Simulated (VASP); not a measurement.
CaSe, 2 atoms in the cell. Symmetry: Fm-3m, No. 225, cubic system. The conventional cell has a = 5.869 Å, b = 5.869 Å, c = 5.869 Å, α = 90.00°, β = 90.00°, γ = 90.00°. Ca (site symmetry m-3m) has 6 Se at 2.93 Å within 3.9 Å. Se (site symmetry m-3m) has 6 Ca at 2.93 Å within 3.9 Å. 

```yaml
Program: VASP 6.6.1
Task: relaxation of cell and atoms
Functional: PBEsol
Potentials_or_basis: VASP PAW PBE potentials, release 64 (Ca_sv, Se)
Cutoff: 600 eV
k_mesh: 8 × 8 × 8
Occupations: gaussian, width 0.01 eV
Spin: no spin polarisation
Target_pressure: 7 GPa
Dipole_correction: no
Further_INCAR_settings: ALGO = Normal; EDIFF = 1e-06; IBRION = 2; EDIFFG = -0.002; NSW = 100; ISIF = 3
```

Potentials or basis: VASP PAW PBE potentials, release 64 (Ca_sv, Se).

Run with:

```console
$ cat potpaw_PBE.64/Ca_sv/POTCAR potpaw_PBE.64/Se/POTCAR > POTCAR
$ mpirun -np 1 vasp_std > vasp.out
```

Hardware: 1 thread of AMD EPYC 7R13 Processor (Zen 3), with other jobs on the host.

Problem. Estimate the wall time of this run.

Solution. Run time: 91 s on 1 thread of AMD EPYC 7R13 Processor (Zen 3) (shared host), peak memory 0.19 GiB. Counts: scf iterations 47, k points 29, ion steps 6.
